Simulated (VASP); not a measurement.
Input of a VASP 6.6.1 run:

Contents of INCAR:

```
  PREC = Accurate
  ENCUT = 600
  EDIFF = 1E-7
  ISMEAR = 0
  SIGMA = 0.2
  LREAL = False
  LASPH = True
  NELM = 100
  ALGO = Normal
  ISIF = 3
  LWAVE = False
  LCHARG = False
  GGA = PE
  IBRION = 2
  NSW = 80
  EDIFFG = -0.025
```

The input KPOINTS:

```
regular mesh
0
Gamma
  6 6 6
```

File POSCAR:

```
Ta3BN3
1.0
    4.2833677448      0.0249265627      0.0069319434
    0.0249265627      4.1886271692      0.0325697646
    0.0069319434      0.0325697646      4.3506528727
Ta B N
3 1 3
Direct
    0.5477753679      0.0313943990      0.0204607928
    0.0267637599      0.4960212642      1.0152331658
   -0.0026442639     -0.0196806341      0.4588415799
   -0.0250762235      0.0351307545     -0.0197594754
    0.0153303331      0.4665345660      0.5251805234
    0.4690731793     -0.0084816320      0.5335288896
    0.4687778472      0.4990812825     -0.0334854762
```

Potentials or basis: VASP PAW PBE potentials, release 64 (Ta_pv, B, N).

Command:

```console
$ cat potpaw_PBE.64/Ta_pv/POTCAR potpaw_PBE.64/B/POTCAR potpaw_PBE.64/N/POTCAR > POTCAR
$ mpirun -np 1 vasp_std > vasp.out
```

(1) Predict the space group after relaxing (to 0.1 Å).

(2) Estimate the band gap on the k mesh.

(3) What does it give for the relaxed cell?

(4) Predict the relaxed volume.

Answers

(1) Pm-3m (No. 221).

(2) zero (an odd number of electrons rules out a gap without spin polarisation).

(3) a = 4.354 Å, b = 4.354 Å, c = 4.354 Å, α = 89.99°, β = 90.01°, γ = 90.02°.

(4) 11.79 Å³/atom.

Caveat: spin-orbit coupling is left out, which moves the levels of the heavy elements; an odd number of electrons without spin polarisation forces a metal; a magnetic or distorted state may lie lower.
